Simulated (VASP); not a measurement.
Here is a VASP 6.6.1 calculation.

The input INCAR:

```
PREC     = Accurate       # precision mode
ENCUT    = 520            # plane-wave cutoff, eV
EDIFF    = 1E-6           # SCF threshold, eV
ISMEAR   = -1             # smearing method
SIGMA    = 0.1            # smearing width, eV
LREAL    = F              # projectors in reciprocal space
LASPH    = T              # aspherical terms in the spheres
NELM     = 80             # most SCF steps
ALGO     = Normal         # electronic algorithm
ISIF     = 2              # what is computed and relaxed
LWAVE    = F              # write WAVECAR
LCHARG   = F              # write CHGCAR
GGA      = PS             # functional
NBANDS   = 12             # bands
```

File KPOINTS:

```
regular mesh
0
Gamma
  13 13 13
```

The input POSCAR:

```
Cu
1.0
   -1.4154205741      1.4154205741      1.3777299184
    1.4154205741     -1.4154205741      1.3777299184
    1.4154205741      1.4154205741     -1.3777299184
Cu
1
Direct
    0.0000000000      0.0000000000      0.0000000000
```

Potentials or basis: VASP PAW PBE potentials, release 64 (Cu).

Launch:

```console
$ cat potpaw_PBE.64/Cu/POTCAR > POTCAR
$ mpirun -np 1 vasp_std > vasp.out
```

Question: What does it give for the pressure?

Answer: 5.8 GPa.

Question: Predict the band gap on the k mesh.

Answer: Zero (an odd number of electrons rules out a gap without spin polarisation).

Caveat: the cell stands under pressure; the PAW data sets were made with another functional, which shifts forces and pressure a little.
